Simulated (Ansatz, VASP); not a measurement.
**Al in VASP and in Ansatz**

```
Al
1.0
    -1.61751    1.61751    1.61751
     1.61751   -1.61751    1.61751
     3.23502    3.23502    0.00000
Al
2
Direct
  0.04477 0.89823 0.00000
  0.45523 0.60177 0.50000
```

Change from the starting cell: mode 1 frozen in at -0.335 Å and mode 5 at -0.092 Å (largest displacements).

Alike in both runs: task single point; functional PBE; k mesh 20 × 20 × 12; occupations gaussian, width 0.15 eV; no spin polarisation.

```csv
,VASP,Ansatz
version,VASP 6.6.1,Ansatz 0.2.0
potentials or method,"VASP PAW PBE potentials, release 64 (Al), cutoff 520 eV","scalar-relativistic, plane waves, PAW"
valence electrons in the cell,6,6
```

|  | VASP | Ansatz | Ansatz less VASP |
| --- | --- | --- | --- |
| gap on the k mesh at the Fermi level (eV) | none | none | - |
| pressure (GPa) | 0.6 | 0.7 | +0.03 |
| traceless stress, the component that is largest in VASP (GPa) | -2.59 | -2.60 | -0.014 |
| rms of the force components (eV/Å) | 0.120 | 0.120 | +0.0002 |

Atom by atom the forces differ by 0.001 eV/Å (rms over components). A gap of «none» marks a metal or a gap that the smearing closes. With one functional, cell and mesh, what is left measures potentials, basis and numerics.
